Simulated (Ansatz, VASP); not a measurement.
Two plane-wave programs on TiO2

```
CELL_PARAMETERS angstrom
4.55939 0.00000 0.00000
0.00000 4.55939 0.00000
0.00000 0.00000 2.91024
ATOMIC_POSITIONS crystal
Ti 0.00000 0.00000 0.00000
Ti 0.50000 0.50000 0.50000
O 0.30510 0.30510 0.00000
O 0.19490 0.80510 0.50000
O 0.69490 0.69490 0.00000
O 0.80510 0.19490 0.50000
```

Alike in both runs: task single point; functional PBE; k mesh 8 × 8 × 10; occupations gaussian, width 0.05 eV; no spin polarisation.

```csv
,VASP,Ansatz
version,VASP 6.6.1,Ansatz 0.2.0
potentials or method,"VASP PAW PBE potentials, release 64 (Ti_sv, O), cutoff 520 eV","scalar-relativistic, plane waves, PAW"
valence electrons in the cell,48,48
```

```csv
,VASP,Ansatz,Ansatz less VASP
gap on the k mesh at the Fermi level (eV),1.97,2.00,+0.033
least direct gap on the mesh (eV),1.97,2.00,+0.033
pressure (GPa),14.7,14.0,-0.72
"traceless stress, the component that is largest in VASP (GPa)",2.86,2.61,-0.246
rms of the force components (eV/Å),0.156,0.142,-0.0140
```

Atom by atom the forces differ by 0.014 eV/Å (rms over components).
